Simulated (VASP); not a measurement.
# SnS2 (Berndtite-2T) (P-3m1) in VASP: a series of runs

Runs on SnS2 (Berndtite-2T). Level: PBE. Tasks: single point.

All numbers are computed with VASP 6.6.1; they aren't measurements. Logs are shortened: lines on timing, memory, paths and dates and some standing lists are left out, and cuts for length are marked.

### 1 The cell of the first run

It takes space group P-3m1 (No. 164, trigonal). Conventional cell: a = 3.639 Å, b = 3.639 Å, c = 5.888 Å, α = 90.00°, β = 90.00°, γ = 120.00°. Sn (site symmetry -3m) has 6 S at 2.57 Å within 3.4 Å. Within 3.4 Å of S (site symmetry 3m) lie 3 Sn at 2.57 Å.

### 2 Single point, PBE

File INCAR:

```
ALGO = Normal ; EDIFF = 1E-6
ENCUT = 500 ; GGA = PE
GGA_COMPAT = False ; ISIF = 2
ISMEAR = -1 ; LASPH = True
LCHARG = False ; LREAL = False
LWAVE = False ; NBANDS = 20
NELM = 120 ; PREC = Accurate
SIGMA = 0.05
```

File KPOINTS:

```
k-points
0
Gamma
  6 6 4
```

File POSCAR:

```
SnS2
1.0
    3.6390000000      0.0000000000      0.0000000000
   -1.8195000000      3.1514700000      0.0000000000
    0.0000000000      0.0000000000      5.8875600000
Sn S
1 2
Direct
    0.0000000000      0.0000000000      0.0000000000
    0.3333333333      0.6666666667      0.2500000000
    0.6666666667      0.3333333333      0.7500000000
```

Potentials or basis: VASP PAW PBE potentials, release 64 (Sn_d, S).

The run is started by

```bash
$ cat potpaw_PBE.64/Sn_d/POTCAR potpaw_PBE.64/S/POTCAR > POTCAR
$ mpirun -np 1 vasp_std > vasp.out
```

OUTCAR:

```text
EDIFF = 1E-6
   ENCUT = 500
   GGA = PE
   ISIF = 2
   ISMEAR = -1
   LASPH = True
   LREAL = False
   NELM = 120
   PREC = Accurate

 ion  position               nearest neighbor table
   1  0.000  0.000  0.000-   2 2.57   3 2.57   3 2.57   2 2.57   3 2.57   2 2.57
   2  0.333  0.667  0.250-   1 2.57   1 2.57   1 2.57
   3  0.667  0.333  0.750-   1 2.57   1 2.57   1 2.57

  LATTYP: Found a hexagonal cell.
 ALAT       =     3.6390000000
 C/A-ratio  =     1.6179060181

  Lattice vectors:

 A1 = (   3.6390000000,   0.0000000000,   0.0000000000)
 A2 = (  -1.8195000000,   3.1514700000,   0.0000000000)
 A3 = (   0.0000000000,   0.0000000000,   5.8875600000)

Analysis of symmetry for initial positions (statically):
=====================================================================
 Subroutine PRICEL returns:
 Original cell was already a primitive cell.

 Routine SETGRP: Setting up the symmetry group for a
 hexagonal supercell.

 Subroutine GETGRP returns: Found 12 space group operations
 (whereof 12 operations were pure point group operations)
 out of a pool of 24 trial point group operations.

The static configuration has the point symmetry D_3d.

Analysis of symmetry for dynamics (positions and initial velocities):
=====================================================================
 Subroutine PRICEL returns:
 Original cell was already a primitive cell.

 Routine SETGRP: Setting up the symmetry group for a
 hexagonal supercell.

 Subroutine GETGRP returns: Found 12 space group operations
 (whereof 12 operations were pure point group operations)
 out of a pool of 24 trial point group operations.

The dynamic configuration has the point symmetry D_3d.

 Subroutine INISYM returns: Found 12 space group operations
 (whereof 12 operations are pure point group operations),
 and found     1 'primitive' translations

----------------------------------------------------------------------------------------

                                     Primitive cell

  volume of cell :      67.5197

  direct lattice vectors                    reciprocal lattice vectors
     3.639000000  0.000000000  0.000000000     0.274800769  0.158656119  0.000000000
    -1.819500000  3.151470000  0.000000000     0.000000000  0.317312238  0.000000000
     0.000000000  0.000000000  5.887560000     0.000000000  0.000000000  0.169849649

  length of vectors
     3.639000000  3.639003079  5.887560000     0.317312507  0.317312238  0.169849649

  position of ions in fractional coordinates (direct lattice)
     0.000000000  0.000000000  0.000000000
     0.333333333  0.666666667  0.250000000
     0.666666667  0.333333333  0.750000000

  ion indices of the primitive-cell ions
   primitive index   ion index
                 1           1
                 2           2
                 3           3

----------------------------------------------------------------------------------------

 KPOINTS: k-points

Automatic generation of k-mesh.
 Grid dimensions read from file:
 generate k-points for:    6    6    4

 Generating k-lattice:

  Cartesian coordinates                     Fractional coordinates (reciprocal lattice)
     0.045800128  0.026442687  0.000000000     0.166666667  0.000000000  0.000000000
     0.000000000  0.052885373  0.000000000     0.000000000  0.166666667  0.000000000
     0.000000000  0.000000000  0.042462412     0.000000000  0.000000000  0.250000000

  Length of vectors
     0.052885418  0.052885373  0.042462412

  Shift w.r.t. Gamma in fractional coordinates (k-lattice)
     0.000000000  0.000000000  0.000000000

 Subroutine IBZKPT returns following result:
 ===========================================

 Found     24 irreducible k-points:

 Following reciprocal coordinates:
            Coordinates               Weight
  0.000000  0.000000  0.000000      1.000000
  0.166667 -0.000000  0.000000      6.000000
  0.333333 -0.000000  0.000000      6.000000
  0.500000 -0.000000  0.000000      3.000000
  0.166667  0.166667  0.000000      6.000000
  0.333333  0.166667  0.000000     12.000000
[... 16 lines left out ...]
  0.333333  0.166667  0.500000     12.000000
  0.333333  0.333333  0.500000      2.000000
   k-points           NKPTS =     24   k-points in BZ     NKDIM =     24   number of bands    NBANDS=     20
   number of dos      NEDOS =    301   number of ions     NIONS =      3
   total plane-waves  NPLWV =  37632
   dimension x,y,z NGX =    28 NGY =   28 NGZ =   48
   dimension x,y,z NGXF=    56 NGYF=   56 NGZF=   96
   ions per type =               1   2
   NGX,Y,Z   is equivalent  to a cutoff of  12.79, 12.79, 13.55 a.u.
   NGXF,Y,Z  is equivalent  to a cutoff of  25.58, 25.58, 27.11 a.u.
 SYSTEM =  unknown system
   PREC   = accura    normal or accurate (medium, high low for compatibility)
   ISTART =      0    job   : 0-new  1-cont  2-samecut
   ICHARG =      2    charge: 1-file 2-atom 10-const
   ISPIN  =      1    spin polarized calculation?
   LNONCOLLINEAR =      F non collinear calculations
   LSORBIT =      F    spin-orbit coupling
   LASPH  =      T    aspherical Exc in radial PAW
   ENCUT  =  500.0 eV  36.75 Ry    6.06 a.u.   6.63  6.63 10.73*2*pi/ulx,y,z
   NELM   =    120;   NELMIN=  2; NELMDL= -5     # of ELM steps
   EDIFF  = 0.1E-05   stopping-criterion for ELM
   LREAL  =      F    real-space projection
   EDIFFG = 0.1E-04   stopping-criterion for IOM
   NSW    =      0    number of steps for IOM
   IBRION =     -1    ionic relax: 0-MD 1-quasi-New 2-CG
   NFREE  =      0    steps in history (QN), initial steepest desc. (CG)
   ISIF   =      2    stress and relaxation
   ISYM   =      2    0-nonsym 1-usesym 2-fastsym
   POTIM  = 0.5000    time-step for ionic-motion
   TEBEG  =    0.0;   TEEND  =   0.0 temperature during run
   PSTRESS=    0.0 pullay stress
   NELECT =      26.0000    total number of electrons
   NUPDOWN=      -1.0000    fix difference up-down
   EMIN   =  10.00;   EMAX   =-10.00  energy-range for DOS
   EFERMI =   0.00;   METHOD = LEGACY
   ISMEAR =    -1;   SIGMA  =   0.05  broadening in eV -4-tet -1-fermi 0-gaus
   EFERMI_NEDOS =   21; number of points for ismear=-14 and -15
   IALGO  =     38    algorithm
   IMIX   =      4    mixing-type and parameters
     AMIX     =   0.40;   BMIX     =  1.00
     AMIX_MAG =   1.60;   BMIX_MAG =  1.00
  volume/ion in A,a.u.               =      22.51       151.88
  Fermi-wavevector in a.u.,A,eV,Ry     =   1.191029  2.250719 19.300553  1.418551
  Thomas-Fermi vector in A             =   2.327100
   LORBIT       =      0    0 simple, 1 ext, 2 COOP (PROOUT), +10 PAW based schemes
   GGA     = PE    functional components
   LHFCALC =     F    Hartree Fock is set to
   AEXX    =    0.0000 exact exchange contribution
   IVDW    =     0    specifies the selected vdW correction
   LEPSILON=     F    determine dielectric tensor
   LRPA    =     F    only Hartree local field effects (RPA)
 non-spin polarized calculation
  energy-cutoff  :      500.00
  volume of cell :       67.52
 maximum number of plane-waves:      1738
 NGX is ok and might be reduce to    28
   NGX = 13   NGY = 13   NGZ = 21

 number of electron      26.0000008 magnetization

 Free energy of the ion-electron system (eV)
  ---------------------------------------------------
  ext. energy  EPLUGINS =         0.00000000
  ---------------------------------------------------
  free energy    TOTEN  =       -13.13857376 eV

  energy without entropy =      -13.13857371  energy(sigma->0) =      -13.13857374

 E-fermi :   5.4795     XC(G=0):  -9.6447

 val. band max:        4.7362526392   @ k =   0.0000   0.0000   0.0000
 cond. band min:       6.2315459877   @ k =   0.5000  -0.0000   0.2500
 fundamental gap:      1.4952933484
 Fermi energy:         5.4795376016

 k-point     1 :       0.0000    0.0000    0.0000
  band No.  band energies     occupation
      1     -16.1828      2.00000
      2     -16.1828      2.00000
      3     -16.1388      2.00000
      4     -16.1106      2.00000
      5     -16.1106      2.00000
      6      -9.0779      2.00000
[... 12 lines left out ...]
     19      14.3218      0.00000
     20      14.3218      0.00000

 k-point     2 :       0.1667   -0.0000    0.0000
  band No.  band energies     occupation
      1     -16.2007      2.00000
      2     -16.1675      2.00000
      3     -16.1282      2.00000
      4     -16.1188      2.00000
      5     -16.1086      2.00000
      6      -8.7666      2.00000
[... 12 lines left out ...]
     19      13.7523      0.00000
     20      14.5931      0.00000

 k-point     3 :       0.3333   -0.0000    0.0000
  band No.  band energies     occupation
      1     -16.2424      2.00000
      2     -16.1505      2.00000
      3     -16.1423      2.00000
      4     -16.0937      2.00000
      5     -16.0906      2.00000
      6      -7.9171      2.00000
[... 12 lines left out ...]
     19      14.1743      0.00000
     20      15.2158      0.00000

 k-point     4 :       0.5000   -0.0000    0.0000
  band No.  band energies     occupation
      1     -16.2643      2.00000
      2     -16.1505      2.00000
      3     -16.1487      2.00000
      4     -16.0790      2.00000
      5     -16.0746      2.00000
      6      -7.1417      2.00000
[... 12 lines left out ...]
     19      15.2218      0.00000
     20      15.8057      0.00000

 k-point     5 :       0.1667    0.1667    0.0000
  band No.  band energies     occupation
      1     -16.2208      2.00000
      2     -16.1634      2.00000
      3     -16.1297      2.00000
      4     -16.1161      2.00000
      5     -16.0907      2.00000
      6      -8.1791      2.00000
[... 12 lines left out ...]
     19      12.4181      0.00000
     20      15.5391      0.00000
[... 353 lines left out ...]
      6      -7.0399      2.00000
[... 12 lines left out ...]
     19      15.4972      0.00000
     20      16.4158      0.00000

 k-point    22 :       0.1667    0.1667    0.5000
  band No.  band energies     occupation
      1     -16.2211      2.00000
      2     -16.1635      2.00000
      3     -16.1298      2.00000
      4     -16.1160      2.00000
      5     -16.0906      2.00000
      6      -8.0200      2.00000
[... 12 lines left out ...]
     19      13.4471      0.00000
     20      14.4896      0.00000

 k-point    23 :       0.3333    0.1667    0.5000
  band No.  band energies     occupation
      1     -16.2418      2.00000
      2     -16.1665      2.00000
      3     -16.1368      2.00000
      4     -16.0959      2.00000
      5     -16.0775      2.00000
      6      -7.1249      2.00000
[... 12 lines left out ...]
     19      14.0113      0.00000
     20      15.0452      0.00000

 k-point    24 :       0.3333    0.3333    0.5000
  band No.  band energies     occupation
      1     -16.2066      2.00000
      2     -16.2066      2.00000
      3     -16.1102      2.00000
      4     -16.1102      2.00000
      5     -16.0853      2.00000
      6      -6.5528      2.00000
[... 12 lines left out ...]
     19      14.3908      0.00000
     20      14.4495      0.00000

------------------------ aborting loop because EDIFF is reached ----------------------------------------

  FORCE on cell =-STRESS in cart. coord.  units (eV):
  Direction    XX          YY          ZZ          XY          YZ          ZX
  --------------------------------------------------------------------------------------
  -------------------------------------------------------------------------------------
  Total        1.7449593      1.7449632      1.4661273      0.0000000      0.0000000      0.0000000
  in kB       41.4061922     41.4062856     34.7897798      0.0000000      0.0000000      0.0000000
  external PRESSURE =      39.2007525 kB  Pullay stress =       0.0000000 kB

 VOLUME and BASIS-vectors are now :
 -----------------------------------------------------------------------------
  energy-cutoff  :      500.00
  volume of cell :       67.52
      direct lattice vectors                 reciprocal lattice vectors
     3.639000000  0.000000000  0.000000000     0.274800769  0.158656119  0.000000000
    -1.819500000  3.151470000  0.000000000     0.000000000  0.317312238  0.000000000
     0.000000000  0.000000000  5.887560000     0.000000000  0.000000000  0.169849649

 POSITION                                       TOTAL-FORCE (eV/Angst)
 -----------------------------------------------------------------------------------
      0.00000      0.00000      0.00000        -0.000000      0.000000     -0.000000
     -0.00000      2.10098      1.47189        -0.000000     -0.000000      0.184404
      1.81950      1.05049      4.41567         0.000000      0.000000     -0.184404
 -----------------------------------------------------------------------------------
    total drift:                               -0.000000     -0.000000     -0.000000

  FREE ENERGIE OF THE ION-ELECTRON SYSTEM (eV)
  ---------------------------------------------------
  free  energy   TOTEN  =       -13.1385737626 eV

  energy  without entropy=      -13.1385737089  energy(sigma->0) =      -13.13857374
```

It used 21 s of CPU time on 1 thread of AMD EPYC 9R45 (Zen 5) (shared host).

Results:

| Quantity | Value |
| --- | --- |
| Free energy | -13.1386 eV |
| Pressure | 3.9 GPa |
| Largest force | 0.184 eV/Å |
| Band gap on the k mesh | 1.50 eV, indirect (least direct gap 1.93 eV) |

Forces in eV/Å, atoms in the order of the input:
```
Sn   0.000  0.000  0.000
S    0.000  0.000  0.184
S    0.000  0.000 -0.184
```

Levels at points of the mesh, in eV from the valence-band top:
| k point | band 11 | band 12 | band 13 | band 14 | band 15 | band 16 |
| --- | --- | --- | --- | --- | --- | --- |
| (0.00, 0.00, 0.00) | -0.33 | -0.33 | 0.00 | 2.02 | 3.71 | 5.49 |
| (0.50, 0.00, 0.00) | -2.52 | -1.02 | -0.26 | 1.75 | 4.52 | 5.97 |
| (0.00, 0.00, 0.50) | -0.69 | -0.19 | -0.19 | 3.18 | 3.78 | 5.23 |
| (0.50, 0.00, 0.50) | -1.81 | -0.71 | -0.61 | 1.52 | 4.73 | 5.57 |

Caveat: spin-orbit coupling is left out, which moves the levels of the heavy elements; this functional lacks dispersion, which binds the layers, so the pressure and a relaxed spacing across them are unreliable. A k mesh can miss the band edges.

### 3 Single point, PBE

This run uses another cell than the first one, of 22.58 Å³/atom, 1.003 times its volume.

File INCAR:

```
SYSTEM = SnS2
PREC = Accurate
ENCUT = 500
EDIFF = 1E-6
ISMEAR = -1
SIGMA = 0.05
LREAL = .False.
LASPH = .True.
NELM = 120
ALGO = Normal
ISIF = 2
LWAVE = .False.
LCHARG = .True.
GGA = PE
LELF = .True.
LVHAR = .True.
NBANDS = 20
GGA_COMPAT = .False.
```

File KPOINTS:

```
Automatic mesh
0
Gamma
  6 6 4
  0 0 0
```

POSCAR, as its differences from that of step 2:

```diff
@@ -4,3 +4,3 @@
    -1.8195000000      3.1514700000      0.0000000000
-    0.0000000000      0.0000000000      5.8875600000
+    0.0000000000      0.0000000000      5.9071200000
 Sn S
```

Potentials or basis: VASP PAW PBE potentials, release 64 (Sn_d, S).

The run is started by

```bash
$ cat potpaw_PBE.64/Sn_d/POTCAR potpaw_PBE.64/S/POTCAR > POTCAR
$ mpirun -np 1 vasp_std > vasp.out
```

Run time: 35 s. Hardware: 1 thread of AMD EPYC 9R45 (Zen 5), shared host; peak memory 0.15 GiB.

Results (log left out):

```
Free energy            : -13.1432 eV
Pressure               : 3.6 GPa
Largest force          : 0.133 eV/Å
Band gap on the k mesh : 1.51 eV, indirect (least direct gap 1.92 eV)
```

Forces in eV/Å, atoms in the order of the input:
```
Sn   0.000  0.000  0.000
S    0.000  0.000  0.133
S    0.000  0.000 -0.133
```

Stress tensor (GPa, compression positive):
```
3.94 0.00 0.00
0.00 3.94 0.00
0.00 0.00 3.05
```

Levels at points of the mesh, in eV from the valence-band top:
```csv
k point,band 11,band 12,band 13,band 14,band 15,band 16
"(0.00, 0.00, 0.00)",-0.29,-0.29,0.00,2.04,3.75,5.52
"(0.50, 0.00, 0.00)",-2.47,-1.00,-0.24,1.77,4.54,5.98
"(0.00, 0.00, 0.50)",-0.66,-0.16,-0.16,3.20,3.82,5.27
"(0.50, 0.00, 0.50)",-1.80,-0.69,-0.58,1.52,4.74,5.57
```

Caveat: spin-orbit coupling is left out, which moves the levels of the heavy elements; this functional lacks dispersion, which binds the layers, so the pressure and a relaxed spacing across them are unreliable.

### 4 Single point, PBE

This run uses another cell than the first one, of 22.66 Å³/atom, 1.007 times its volume.

File INCAR:

```
  ALGO = Normal
  EDIFF = 1E-6
  ENCUT = 500
  GGA = PE
  GGA_COMPAT = False
  ISIF = 2
  ISMEAR = -1
  LASPH = True
  LCHARG = False
  LREAL = False
  LWAVE = False
  NBANDS = 20
  NELM = 120
  PREC = Accurate
  SIGMA = 0.05
```

File KPOINTS:

```
k-points
0
Gamma
  6 6 4
```

POSCAR, as its differences from that of step 3:

```diff
@@ -4,3 +4,3 @@
    -1.8195000000      3.1514700000      0.0000000000
-    0.0000000000      0.0000000000      5.9071200000
+    0.0000000000      0.0000000000      5.9266800000
 Sn S
```

The run is started by

```bash
$ cat potpaw_PBE.64/Sn_d/POTCAR potpaw_PBE.64/S/POTCAR > POTCAR
$ mpirun -np 1 vasp_std > vasp.out
```

It took 35 s on 1 thread of AMD EPYC 9R45 (Zen 5), shared host; peak memory 0.15 GiB.

The run converged. Its results:

- Free energy: -13.1472 eV
- Pressure: 3.4 GPa
- Largest force: 0.082 eV/Å
- Band gap on the k mesh: 1.52 eV, indirect (least direct gap 1.90 eV)

Forces on the atoms (eV/Å):
```
Sn   0.000  0.000  0.000
S    0.000  0.000  0.082
S    0.000  0.000 -0.082
```

Stress tensor (GPa, compression positive):
```
3.74 0.00 0.00
0.00 3.74 0.00
0.00 0.00 2.62
```

Levels at points of the mesh, in eV from the valence-band top:
| k point | band 11 | band 12 | band 13 | band 14 | band 15 | band 16 |
| --- | --- | --- | --- | --- | --- | --- |
| (0.00, 0.00, 0.00) | -0.26 | -0.26 | 0.00 | 2.05 | 3.78 | 5.54 |
| (0.50, 0.00, 0.00) | -2.43 | -0.98 | -0.22 | 1.78 | 4.56 | 6.00 |
| (0.00, 0.00, 0.50) | -0.62 | -0.12 | -0.12 | 3.21 | 3.85 | 5.30 |
| (0.50, 0.00, 0.50) | -1.79 | -0.67 | -0.55 | 1.53 | 4.75 | 5.58 |

Caveat: spin-orbit coupling is left out, which moves the levels of the heavy elements; this functional lacks dispersion, which binds the layers, so the pressure and a relaxed spacing across them are unreliable. A k mesh can miss the band edges.

### 5 Summary

```tsv
cell	gap on the mesh (eV)	pressure (GPa)	largest force (eV/Å)
a = 3.639, b = 3.639, c = 5.888 Å, angles 90.0, 90.0, 120.0°, 3 atoms	1.50	3.9	0.18
a = 3.639, b = 3.639, c = 5.907 Å, angles 90.0, 90.0, 120.0°, 3 atoms	1.51	3.6	0.13
a = 3.639, b = 3.639, c = 5.927 Å, angles 90.0, 90.0, 120.0°, 3 atoms	1.52	3.4	0.08
```

Alike in all rows: task single point; level PBE; potentials or basis VASP PAW PBE potentials, release 64 (Sn_d, S); no spin polarisation; k mesh 6 × 6 × 4; cutoff (eV) 500; smearing fermi-dirac 0.05 eV.

Caveats: spin-orbit coupling is left out, which moves the levels of the heavy elements; this functional lacks dispersion, which binds the layers, so the pressure and a relaxed spacing across them are unreliable.

Total energies depend on the potentials used, so only differences within one code and one set of settings carry meaning.
